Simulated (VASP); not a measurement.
# TaBi (wurtzite type) (P6_3mc) in VASP: single point with PBE

Aim: the single point of TaBi (wurtzite type) with PBE.

Everything below comes from runs of VASP 6.6.1. Logs are shortened: lines on timing, memory, paths and dates and some standing lists are left out, and cuts for length are marked.

## 1. The cell of the first run

The structure is hexagonal, space group P6_3mc (No. 186). Conventional cell: a = 2.655 Å, b = 2.655 Å, c = 9.019 Å, α = 90.00°, β = 90.00°, γ = 120.00°. Ta (site symmetry 3m) has 4 Bi at 2.40 to 2.61 Å and 6 Ta at 2.66 Å within 3.2 Å. Bi (site symmetry 3m) has 4 Ta at 2.40 to 2.61 Å and 6 Bi at 2.66 Å within 3.2 Å.

## 2. Single point, PBE

INCAR reads:

```
ALGO     = Normal         # electronic algorithm
EDIFF    = 1E-7           # SCF threshold, eV
ENCUT    = 520            # plane-wave cutoff, eV
GGA      = PE             # functional
ISIF     = 2              # what is computed and relaxed
ISMEAR   = -1             # smearing method
LASPH    = T              # aspherical terms in the spheres
LCHARG   = T              # write CHGCAR
LELF     = T              # ELF
LREAL    = F              # projectors in reciprocal space
LVHAR    = T            
LWAVE    = F              # write WAVECAR
NBANDS   = 34             # bands
NELM     = 100            # most SCF steps
PREC     = Accurate       # precision mode
SIGMA    = 0.1            # smearing width, eV
```

KPOINTS reads:

```
k-points
0
Gamma
  10 10 6
```

POSCAR reads:

```
TaBi
1.0
    2.6554125678      0.0000000000      0.0000000000
   -1.3277062839      2.2996547412      0.0000000000
    0.0000000000      0.0000000000      9.0186327128
Ta Bi
2 2
Direct
    0.3333333333      0.6666666667      0.0548960163
    0.6666666667      0.3333333333      0.5548960163
    0.3333333333      0.6666666667      0.3211039837
    0.6666666667      0.3333333333      0.8211039837
```

Potentials or basis: VASP PAW PBE potentials, release 64 (Ta_pv, Bi_d).

On the command line:

```
> cat potpaw_PBE.64/Ta_pv/POTCAR potpaw_PBE.64/Bi_d/POTCAR > POTCAR
> mpirun -np 1 vasp_std > vasp.out
```

OUTCAR:

```text
EDIFF = 1E-7
   ENCUT = 520
   GGA = PE
   ISIF = 2
   ISMEAR = -1
   LASPH = T
   LREAL = F
   NELM = 100
   PREC = Accurate

 ion  position               nearest neighbor table
   1  0.333  0.667  0.055-   3 2.40   4 2.61   4 2.61   4 2.61   3 3.58   3 3.58   3 3.58   3 3.58
                             3 3.58   3 3.58   4 3.72   4 3.72   4 3.72
   2  0.667  0.333  0.555-   4 2.40   3 2.61   3 2.61   3 2.61   4 3.58   4 3.58   4 3.58   4 3.58
                             4 3.58   4 3.58   3 3.72   3 3.72   3 3.72
   3  0.333  0.667  0.321-   1 2.40   2 2.61   2 2.61   2 2.61   1 3.58   1 3.58   1 3.58   1 3.58
                             1 3.58   1 3.58   2 3.72   2 3.72   2 3.72
   4  0.667  0.333  0.821-   2 2.40   1 2.61   1 2.61   1 2.61   2 3.58   2 3.58   2 3.58   2 3.58
                             2 3.58   2 3.58   1 3.72   1 3.72   1 3.72

  LATTYP: Found a hexagonal cell.
 ALAT       =     2.6554125678
 C/A-ratio  =     3.3963207157

  Lattice vectors:

 A1 = (   2.6554125678,   0.0000000000,   0.0000000000)
 A2 = (  -1.3277062839,   2.2996547412,   0.0000000000)
 A3 = (   0.0000000000,   0.0000000000,   9.0186327128)

Analysis of symmetry for initial positions (statically):
=====================================================================
 Subroutine PRICEL returns:
 Original cell was already a primitive cell.

 Routine SETGRP: Setting up the symmetry group for a
 hexagonal supercell.

 Subroutine GETGRP returns: Found 12 space group operations
 (whereof  6 operations were pure point group operations)
 out of a pool of 24 trial point group operations.

The static configuration has the point symmetry C_3v.
 The point group associated with its full space group is C_6v.

Analysis of symmetry for dynamics (positions and initial velocities):
=====================================================================
 Subroutine PRICEL returns:
 Original cell was already a primitive cell.

 Routine SETGRP: Setting up the symmetry group for a
 hexagonal supercell.

 Subroutine GETGRP returns: Found 12 space group operations
 (whereof  6 operations were pure point group operations)
 out of a pool of 24 trial point group operations.

The dynamic configuration has the point symmetry C_3v.
 The point group associated with its full space group is C_6v.

 Subroutine INISYM returns: Found 12 space group operations
 (whereof  6 operations are pure point group operations),
 and found     1 'primitive' translations

----------------------------------------------------------------------------------------

                                     Primitive cell

  volume of cell :      55.0726

  direct lattice vectors                    reciprocal lattice vectors
     2.655412568  0.000000000  0.000000000     0.376589315  0.217423942  0.000000000
    -1.327706284  2.299654741  0.000000000     0.000000000  0.434847885  0.000000000
     0.000000000  0.000000000  9.018632713     0.000000000  0.000000000  0.110881553

  length of vectors
     2.655412568  2.655412568  9.018632713     0.434847885  0.434847885  0.110881553

  position of ions in fractional coordinates (direct lattice)
     0.333333333  0.666666667  0.054896016
     0.666666667  0.333333333  0.554896016
     0.333333333  0.666666667  0.321103984
     0.666666667  0.333333333  0.821103984

  ion indices of the primitive-cell ions
   primitive index   ion index
                 1           1
                 2           2
                 3           3
                 4           4

----------------------------------------------------------------------------------------

 KPOINTS: k-points

Automatic generation of k-mesh.
 Grid dimensions read from file:
 generate k-points for:   10   10    6

 Generating k-lattice:

  Cartesian coordinates                     Fractional coordinates (reciprocal lattice)
     0.037658932  0.021742394  0.000000000     0.100000000  0.000000000  0.000000000
     0.000000000  0.043484788  0.000000000     0.000000000  0.100000000  0.000000000
     0.000000000  0.000000000  0.018480259     0.000000000  0.000000000  0.166666667

  Length of vectors
     0.043484788  0.043484788  0.018480259

  Shift w.r.t. Gamma in fractional coordinates (k-lattice)
     0.000000000  0.000000000  0.000000000

 Subroutine IBZKPT returns following result:
 ===========================================

 Found     56 irreducible k-points:

 Following reciprocal coordinates:
            Coordinates               Weight
  0.000000  0.000000  0.000000      1.000000
  0.100000 -0.000000  0.000000      6.000000
  0.200000 -0.000000  0.000000      6.000000
  0.300000 -0.000000  0.000000      6.000000
  0.400000 -0.000000  0.000000      6.000000
  0.500000 -0.000000  0.000000      3.000000
[... 16 lines left out ...]
  0.300000  0.100000  0.166667     24.000000
  0.400000  0.100000  0.166667     24.000000
 [... further k-points ...]
   k-points           NKPTS =     56   k-points in BZ     NKDIM =     56   number of bands    NBANDS=     34
   number of dos      NEDOS =    301   number of ions     NIONS =      4
   total plane-waves  NPLWV =  28000
   dimension x,y,z NGX =    20 NGY =   20 NGZ =   70
   dimension x,y,z NGXF=    40 NGYF=   40 NGZF=  140
   ions per type =               2   2
   NGX,Y,Z   is equivalent  to a cutoff of  12.52, 12.52, 12.90 a.u.
   NGXF,Y,Z  is equivalent  to a cutoff of  25.04, 25.04, 25.81 a.u.
 SYSTEM =  unknown system
   PREC   = accura    normal or accurate (medium, high low for compatibility)
   ISTART =      0    job   : 0-new  1-cont  2-samecut
   ICHARG =      2    charge: 1-file 2-atom 10-const
   ISPIN  =      1    spin polarized calculation?
   LNONCOLLINEAR =      F non collinear calculations
   LSORBIT =      F    spin-orbit coupling
   LASPH  =      T    aspherical Exc in radial PAW
   ENCUT  =  520.0 eV  38.22 Ry    6.18 a.u.   4.94  4.94 16.77*2*pi/ulx,y,z
   NELM   =    100;   NELMIN=  2; NELMDL= -5     # of ELM steps
   EDIFF  = 0.1E-06   stopping-criterion for ELM
   LREAL  =      F    real-space projection
   EDIFFG = 0.1E-05   stopping-criterion for IOM
   NSW    =      0    number of steps for IOM
   IBRION =     -1    ionic relax: 0-MD 1-quasi-New 2-CG
   NFREE  =      0    steps in history (QN), initial steepest desc. (CG)
   ISIF   =      2    stress and relaxation
   ISYM   =      2    0-nonsym 1-usesym 2-fastsym
   POTIM  = 0.5000    time-step for ionic-motion
   TEBEG  =    0.0;   TEEND  =   0.0 temperature during run
   PSTRESS=    0.0 pullay stress
   NELECT =      52.0000    total number of electrons
   NUPDOWN=      -1.0000    fix difference up-down
   EMIN   =  10.00;   EMAX   =-10.00  energy-range for DOS
   EFERMI =   0.00;   METHOD = LEGACY
   ISMEAR =    -1;   SIGMA  =   0.10  broadening in eV -4-tet -1-fermi 0-gaus
   EFERMI_NEDOS =   21; number of points for ismear=-14 and -15
   IALGO  =     38    algorithm
   IMIX   =      4    mixing-type and parameters
     AMIX     =   0.40;   BMIX     =  1.00
     AMIX_MAG =   1.60;   BMIX_MAG =  1.00
  volume/ion in A,a.u.               =      13.77        92.91
  Fermi-wavevector in a.u.,A,eV,Ry     =   1.606069  3.035030 35.095646  2.579457
  Thomas-Fermi vector in A             =   2.702315
   LORBIT       =      0    0 simple, 1 ext, 2 COOP (PROOUT), +10 PAW based schemes
   GGA     = PE    functional components
   LHFCALC =     F    Hartree Fock is set to
   AEXX    =    0.0000 exact exchange contribution
   IVDW    =     0    specifies the selected vdW correction
   LEPSILON=     F    determine dielectric tensor
   LRPA    =     F    only Hartree local field effects (RPA)
 non-spin polarized calculation
  energy-cutoff  :      520.00
  volume of cell :       55.07
 maximum number of plane-waves:      1522
 NGX is ok and might be reduce to    20
   NGX =  9   NGY =  9   NGZ = 33

 number of electron      51.9999995 magnetization

 Free energy of the ion-electron system (eV)
  ---------------------------------------------------
  ext. energy  EPLUGINS =         0.00000000
  ---------------------------------------------------
  free energy    TOTEN  =       -12.68336660 eV

  energy without entropy =      -12.59737260  energy(sigma->0) =      -12.64036960

 E-fermi :  15.7394     XC(G=0): -14.4122

 val. band max:       15.7362011282   @ k =   0.3000   0.1000   0.0000
 cond. band min:      15.7403458266   @ k =   0.2000   0.2000   0.3333
 fundamental gap:      0.0041446984
 Fermi energy:        15.7394286129

 k-point     1 :       0.0000    0.0000    0.0000
  band No.  band energies     occupation
      1     -19.1340      2.00000
      2     -18.9690      2.00000
      3     -16.9455      2.00000
      4     -16.9455      2.00000
      5     -16.9363      2.00000
      6     -16.9363      2.00000
[... 26 lines left out ...]
     33      23.6692      0.00000
     34      24.0473      0.00000

 k-point     2 :       0.1000   -0.0000    0.0000
  band No.  band energies     occupation
      1     -19.0879      2.00000
      2     -18.9316      2.00000
      3     -17.2021      2.00000
      4     -17.1914      2.00000
      5     -17.0002      2.00000
      6     -16.9902      2.00000
[... 26 lines left out ...]
     33      23.7596      0.00000
     34      24.1366      0.00000

 k-point     3 :       0.2000   -0.0000    0.0000
  band No.  band energies     occupation
      1     -18.9663      2.00000
      2     -18.8328      2.00000
      3     -17.8360      2.00000
      4     -17.8222      2.00000
      5     -17.1407      2.00000
      6     -17.1290      2.00000
[... 26 lines left out ...]
     33      22.4506      0.00000
     34      24.5238      0.00000
[... 704 lines left out ...]
 k-point    23 :       0.3000    0.1000    0.1667
  band No.  band energies     occupation
      1     -18.8559      2.00000
      2     -18.8386      2.00000
      3     -18.6915      2.00000
      4     -18.6432      2.00000
      5     -17.5157      2.00000
      6     -17.5038      2.00000
[... 26 lines left out ...]
     33      22.1782      0.00000
     34      23.0060      0.00000

 k-point    24 :       0.4000    0.1000    0.1667
  band No.  band energies     occupation
      1     -19.1863      2.00000
      2     -19.1779      2.00000
      3     -18.6174      2.00000
      4     -18.5739      2.00000
      5     -17.6349      2.00000
      6     -17.6215      2.00000
[... 26 lines left out ...]
     33      22.2627      0.00000
     34      24.0935      0.00000

 [... further k-points ...]

------------------------ aborting loop because EDIFF is reached ----------------------------------------

  FORCE on cell =-STRESS in cart. coord.  units (eV):
  Direction    XX          YY          ZZ          XY          YZ          ZX
  --------------------------------------------------------------------------------------
  -------------------------------------------------------------------------------------
  Total       69.0716933     69.0716933     69.1854691      0.0000000     -0.0000000      0.0000000
  in kB     2009.4413760   2009.4413759   2012.7513540      0.0000000     -0.0000000      0.0000000
  external PRESSURE =    2010.5447019 kB  Pullay stress =       0.0000000 kB

 VOLUME and BASIS-vectors are now :
 -----------------------------------------------------------------------------
  energy-cutoff  :      520.00
  volume of cell :       55.07
      direct lattice vectors                 reciprocal lattice vectors
     2.655412568  0.000000000  0.000000000     0.376589315  0.217423942  0.000000000
    -1.327706284  2.299654741  0.000000000     0.000000000  0.434847885  0.000000000
     0.000000000  0.000000000  9.018632713     0.000000000  0.000000000  0.110881553

 POSITION                                       TOTAL-FORCE (eV/Angst)
 -----------------------------------------------------------------------------------
     -0.00000      1.53310      0.49509        -0.000000      0.000000      0.022355
      1.32771      0.76655      5.00440         0.000000     -0.000000      0.022355
     -0.00000      1.53310      2.89592         0.000000      0.000000     -0.022355
      1.32771      0.76655      7.40524        -0.000000     -0.000000     -0.022355
 -----------------------------------------------------------------------------------
    total drift:                               -0.000000      0.000000      0.000232

  FREE ENERGIE OF THE ION-ELECTRON SYSTEM (eV)
  ---------------------------------------------------
  free  energy   TOTEN  =       -12.6833665974 eV

  energy  without entropy=      -12.5973725970  energy(sigma->0) =      -12.64036960
```

Run time: 64 s. Hardware: 1 thread of AMD EPYC 9R45 (Zen 5), shared host; peak memory 0.2 GiB.

What came out:

```
Free energy            : -12.6834 eV
Pressure               : 201.1 GPa
Largest force          : 0.022 eV/Å
Band gap on the k mesh : zero (band 26 reaches 17.37 eV, above the bottom of band 27 at 14.68 eV)
```

Forces in eV/Å, atoms in the order of the input:
```
Ta   0.000  0.000  0.022
Ta   0.000  0.000  0.022
Bi   0.000  0.000 -0.022
Bi   0.000  0.000 -0.022
```

Stress tensor (GPa, compression positive):
```
200.94   0.00   0.00
  0.00 200.94   0.00
  0.00   0.00 201.28
```

Caveat: spin-orbit coupling is left out, which moves the levels of the heavy elements.
